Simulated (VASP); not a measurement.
# FeSi (P2_13) in VASP: single point with PBE

Aim: the single point of FeSi with PBE.

All numbers are computed with VASP 6.6.1; they aren't measurements. Logs are shortened: lines on timing, memory, paths and dates and some standing lists are left out, and cuts for length are marked.

## (1) The cell of the first run

It takes space group P2_13 (No. 198, cubic). The conventional cell has a = 4.551 Å, b = 4.551 Å, c = 4.551 Å, α = 90.00°, β = 90.00°, γ = 90.00°. Within 3.1 Å of Fe (site symmetry 3) lie 7 Si at 2.32 to 2.55 Å and 6 Fe at 2.79 Å. Within 3.1 Å of Si (site symmetry 3) lie 7 Fe at 2.32 to 2.55 Å and 6 Si at 2.82 Å.

## (2) Single point, PBE, collinear spin, ferromagnetic start

INCAR

```
SYSTEM = FeSi
PREC = Accurate
ENCUT = 520
EDIFF = 1E-6
ISMEAR = -1
SIGMA = 0.05
LREAL = .False.
LASPH = .True.
NELM = 150
ALGO = Normal
ISIF = 2
LWAVE = .False.
LCHARG = .True.
ISPIN = 2
MAGMOM = 3.5 3.5 3.5 3.5 0 0 0 0
LORBIT = 11
LMAXMIX = 4
GGA = PE
LELF = .True.
LVHAR = .True.
NBANDS = 38
```

KPOINTS

```
Automatic mesh
0
Gamma
  6 6 6
  0 0 0
```

POSCAR

```
FeSi
1.0
    4.5507000000      0.0000000000      0.0000000000
    0.0000000000      4.5507000000      0.0000000000
    0.0000000000      0.0000000000      4.5507000000
Fe Si
4 4
Direct
    0.1365200000      0.1365200000      0.1365200000
    0.3634800000      0.8634800000      0.6365200000
    0.6365200000      0.3634800000      0.8634800000
    0.8634800000      0.6365200000      0.3634800000
    0.8424000000      0.8424000000      0.8424000000
    0.6576000000      0.1576000000      0.3424000000
    0.3424000000      0.6576000000      0.1576000000
    0.1576000000      0.3424000000      0.6576000000
```

Potentials or basis: VASP PAW PBE potentials, release 64 (Fe, Si).

Command:

```sh
cat potpaw_PBE.64/Fe/POTCAR potpaw_PBE.64/Si/POTCAR > POTCAR
mpirun -np 1 vasp_std > vasp.out
```

OUTCAR:

```text
SYSTEM = FeSi
   PREC = Accurate
   ENCUT = 520
   EDIFF = 1E-6
   ISMEAR = -1
   LREAL = .False.
   LASPH = .True.
   NELM = 150
   ISIF = 2
   ISPIN = 2
   LORBIT = 11
   GGA = PE

 ion  position               nearest neighbor table
   1  0.137  0.137  0.137-   5 2.32   6 2.37   7 2.37   8 2.37   7 2.55   8 2.55   6 2.55   3 2.79
                             4 2.79   2 2.79   2 2.79   4 2.79   3 2.79
   2  0.363  0.863  0.637-   6 2.32   5 2.37   7 2.37   8 2.37   7 2.55   8 2.55   5 2.55   1 2.79
                             1 2.79   3 2.79   3 2.79   4 2.79   4 2.79
   3  0.637  0.363  0.863-   7 2.32   6 2.37   5 2.37   8 2.37   8 2.55   6 2.55   5 2.55   1 2.79
                             4 2.79   2 2.79   2 2.79   4 2.79   1 2.79
   4  0.863  0.637  0.363-   8 2.32   6 2.37   7 2.37   5 2.37   6 2.55   5 2.55   7 2.55   1 2.79
                             3 2.79   2 2.79   1 2.79   2 2.79   3 2.79
   5  0.842  0.842  0.842-   1 2.32   2 2.37   3 2.37   4 2.37   3 2.55   4 2.55   2 2.55   6 2.82
                             7 2.82   8 2.82   6 2.82   8 2.82   7 2.82
   6  0.658  0.158  0.342-   2 2.32   1 2.37   3 2.37   4 2.37   3 2.55   4 2.55   1 2.55   8 2.82
                             5 2.82   5 2.82   7 2.82   7 2.82   8 2.82
   7  0.342  0.658  0.158-   3 2.32   2 2.37   1 2.37   4 2.37   4 2.55   2 2.55   1 2.55   8 2.82
                             5 2.82   8 2.82   6 2.82   6 2.82   5 2.82
   8  0.158  0.342  0.658-   4 2.32   2 2.37   3 2.37   1 2.37   2 2.55   1 2.55   3 2.55   7 2.82
                             5 2.82   7 2.82   5 2.82   6 2.82   6 2.82

  LATTYP: Found a simple cubic cell.
 ALAT       =     4.5507000000

  Lattice vectors:

 A1 = (   4.5507000000,   0.0000000000,   0.0000000000)
 A2 = (   0.0000000000,   4.5507000000,   0.0000000000)
 A3 = (   0.0000000000,   0.0000000000,   4.5507000000)

Analysis of symmetry for initial positions (statically):
=====================================================================
 Subroutine PRICEL returns:
 Original cell was already a primitive cell.

 Routine SETGRP: Setting up the symmetry group for a
 simple cubic supercell.

 Subroutine GETGRP returns: Found 12 space group operations
 (whereof  3 operations were pure point group operations)
 out of a pool of 48 trial point group operations.

The static configuration has the point symmetry C_3 .
 The point group associated with its full space group is T   .

Analysis of symmetry for dynamics (positions and initial velocities):
=====================================================================
 Subroutine PRICEL returns:
 Original cell was already a primitive cell.

 Routine SETGRP: Setting up the symmetry group for a
 simple cubic supercell.

 Subroutine GETGRP returns: Found 12 space group operations
 (whereof  3 operations were pure point group operations)
 out of a pool of 48 trial point group operations.

The dynamic configuration has the point symmetry C_3 .
 The point group associated with its full space group is T   .

[... 177 lines left out ...]
 cond. band min:       8.9745675547   @ k =   0.5000   0.0000   0.0000
 fundamental gap:      0.0178452366
 Fermi energy:         8.9719869168

 spin component 1

 k-point     1 :       0.0000    0.0000    0.0000
  band No.  band energies     occupation
      1      -3.8179      1.00000
      2       1.2671      1.00000
      3       1.2671      1.00000
      4       1.2671      1.00000
      5       4.0267      1.00000
      6       4.0267      1.00000
[... 925 lines left out ...]
     35      14.5683      0.00000
     36      14.5683      0.00000
 Fermi energy:         8.9719869168

 spin component 2

 k-point     1 :       0.0000    0.0000    0.0000
  band No.  band energies     occupation
      1      -3.8693      1.00000
      2       1.2798      1.00000
      3       1.2798      1.00000
      4       1.2798      1.00000
      5       4.1475      1.00000
      6       4.1475      1.00000
[... 925 lines left out ...]
     35      14.7241      0.00000
     36      14.7241      0.00000
 [bands above 36 left out]

------------------------ aborting loop because EDIFF is reached ----------------------------------------

  FORCE on cell =-STRESS in cart. coord.  units (eV):
  Direction    XX          YY          ZZ          XY          YZ          ZX
  --------------------------------------------------------------------------------------
  -------------------------------------------------------------------------------------
  Total       -6.0614785     -6.0614785     -6.0614785      0.0000000     -0.0000000     -0.0000000
  in kB     -103.0515506   -103.0515506   -103.0515506      0.0000000     -0.0000000     -0.0000000
  external PRESSURE =    -103.0515506 kB  Pullay stress =       0.0000000 kB

 VOLUME and BASIS-vectors are now :
 -----------------------------------------------------------------------------
  energy-cutoff  :      520.00
  volume of cell :       94.24
      direct lattice vectors                 reciprocal lattice vectors
     4.550700000  0.000000000  0.000000000     0.219746413  0.000000000  0.000000000
     0.000000000  4.550700000  0.000000000     0.000000000  0.219746413  0.000000000
     0.000000000  0.000000000  4.550700000     0.000000000  0.000000000  0.219746413

 POSITION                                       TOTAL-FORCE (eV/Angst)
 -----------------------------------------------------------------------------------
      0.62126      0.62126      0.62126        -0.012350     -0.012350     -0.012350
      1.65409      3.92944      2.89661         0.012350      0.012350     -0.012350
      2.89661      1.65409      3.92944        -0.012350      0.012350      0.012350
      3.92944      2.89661      1.65409         0.012350     -0.012350      0.012350
      3.83351      3.83351      3.83351         0.054577      0.054577      0.054577
      2.99254      0.71719      1.55816        -0.054577     -0.054577      0.054577
      1.55816      2.99254      0.71719         0.054577     -0.054577     -0.054577
      0.71719      1.55816      2.99254        -0.054577      0.054577     -0.054577
 -----------------------------------------------------------------------------------
    total drift:                               -0.000000     -0.000000      0.000000

  FREE ENERGIE OF THE ION-ELECTRON SYSTEM (eV)
  ---------------------------------------------------
  free  energy   TOTEN  =       -58.5106544266 eV

  energy  without entropy=      -58.4501881983  energy(sigma->0) =      -58.48042131

 total charge

# of ion       s       p       d       tot
------------------------------------------
    1        0.412   0.576   6.481   7.469
    2        0.412   0.576   6.481   7.469
    3        0.412   0.576   6.481   7.469
    4        0.412   0.576   6.481   7.469
    5        0.736   0.861   0.000   1.597
    6        0.736   0.861   0.000   1.597
    7        0.736   0.861   0.000   1.597
    8        0.736   0.861   0.000   1.597
--------------------------------------------------
tot          4.594   5.748  25.923  36.265

 magnetization (x)

# of ion       s       p       d       tot
------------------------------------------
    1       -0.000  -0.002   1.031   1.029
    2       -0.000  -0.002   1.031   1.029
    3       -0.000  -0.002   1.031   1.029
    4       -0.000  -0.002   1.031   1.029
    5       -0.011  -0.036   0.000  -0.047
    6       -0.011  -0.036   0.000  -0.047
    7       -0.011  -0.036   0.000  -0.047
    8       -0.011  -0.036   0.000  -0.047
--------------------------------------------------
tot         -0.046  -0.151   4.123   3.926
```

OSZICAR:

```text
N       E                     dE             d eps       ncg     rms          rms(c)
DAV:   1     0.339248271820E+03    0.33925E+03   -0.19544E+04  3648   0.139E+03
DAV:   2    -0.358829395772E+02   -0.37513E+03   -0.35497E+03  3648   0.329E+02
DAV:   3    -0.625720219841E+02   -0.26689E+02   -0.24855E+02  4154   0.104E+02
DAV:   4    -0.637512963099E+02   -0.11793E+01   -0.11665E+01  5084   0.200E+01
DAV:   5    -0.637826518532E+02   -0.31356E-01   -0.31343E-01  4822   0.306E+00    0.331E+01
DAV:   6    -0.712481369354E+02   -0.74655E+01   -0.10314E+02  5200   0.128E+02    0.348E+01
DAV:   7    -0.585034986468E+02    0.12745E+02   -0.46129E+01  4460   0.932E+01    0.811E+00
DAV:   8    -0.586309816027E+02   -0.12748E+00   -0.36719E+00  4368   0.976E+00    0.356E+00
DAV:   9    -0.585230664222E+02    0.10792E+00   -0.24600E-01  5430   0.546E+00    0.185E+00
DAV:  10    -0.585140526233E+02    0.90138E-02   -0.16199E-02  5266   0.919E-01    0.768E-01
DAV:  11    -0.585106297934E+02    0.34228E-02   -0.47340E-03  4982   0.490E-01    0.249E-01
DAV:  12    -0.585106493431E+02   -0.19550E-04   -0.82452E-04  5244   0.258E-01    0.126E-01
DAV:  13    -0.585106569635E+02   -0.76203E-05   -0.28529E-04  5682   0.169E-01    0.731E-02
DAV:  14    -0.585106526177E+02    0.43458E-05   -0.78141E-05  5328   0.750E-02    0.327E-02
DAV:  15    -0.585106540563E+02   -0.14387E-05   -0.17981E-05  4474   0.518E-02    0.127E-02
DAV:  16    -0.585106544266E+02   -0.37033E-06   -0.11724E-06  2154   0.905E-03
   1 F= -.58510654E+02 E0= -.58480421E+02  d E =-.604662E-01  mag=     3.7342
```

It took 3.2 min on 1 thread of AMD EPYC 7R13 (Zen 3), shared host; peak memory 0.27 GiB.

Results:

```
Free energy                                           : -58.5107 eV
Pressure                                              : -10.3 GPa
Largest force                                         : 0.095 eV/Å
Net moment                                            : 3.73 μB per cell
Site moments                                          : Fe +1.03; Si -0.05 μB
Valence electrons inside the program's atomic spheres : Fe 7.47; Si 1.60
```

Forces in eV/Å, atoms in the order of the input:
```
Fe  -0.012 -0.012 -0.012
Fe   0.012  0.012 -0.012
Fe  -0.012  0.012  0.012
Fe   0.012 -0.012  0.012
Si   0.055  0.055  0.055
Si  -0.055 -0.055  0.055
Si   0.055 -0.055 -0.055
Si  -0.055  0.055 -0.055
```

Levels at points of the mesh, in eV from the Fermi level:
Spin up:
| k point | band 22 | band 23 | band 24 | band 25 | band 26 | band 27 | band 28 | band 29 | band 30 | band 31 |
| --- | --- | --- | --- | --- | --- | --- | --- | --- | --- | --- |
| (0.00, 0.00, 0.00) | -0.75 | -0.70 | -0.70 | 0.03 | 0.03 | 0.03 | 2.48 | 2.48 | 2.48 | 3.01 |
| (0.50, 0.00, 0.00) | -0.94 | -0.58 | -0.58 | -0.39 | -0.39 | 1.12 | 1.12 | 1.47 | 1.47 | 4.35 |
| (0.50, 0.50, 0.00) | -1.33 | -0.92 | -0.92 | 0.08 | 0.08 | 0.62 | 0.62 | 2.07 | 2.07 | 2.56 |
| (0.50, 0.50, 0.50) | -1.01 | -1.01 | -1.01 | -0.15 | -0.15 | -0.15 | -0.15 | 5.10 | 5.10 | 5.10 |
Spin down:
| k point | band 20 | band 21 | band 22 | band 23 | band 24 | band 25 |
| --- | --- | --- | --- | --- | --- | --- |
| (0.00, 0.00, 0.00) | 0.10 | 0.10 | 0.10 | 0.31 | 0.31 | 1.13 |
| (0.50, 0.00, 0.00) | -0.74 | 0.00 | 0.00 | 0.33 | 0.33 | 0.71 |
| (0.50, 0.50, 0.00) | -0.72 | -0.61 | -0.61 | 0.03 | 0.03 | 1.05 |
| (0.50, 0.50, 0.50) | -0.35 | -0.24 | -0.24 | -0.24 | -0.24 | 0.93 |

Caveat: the cell stands under tension.
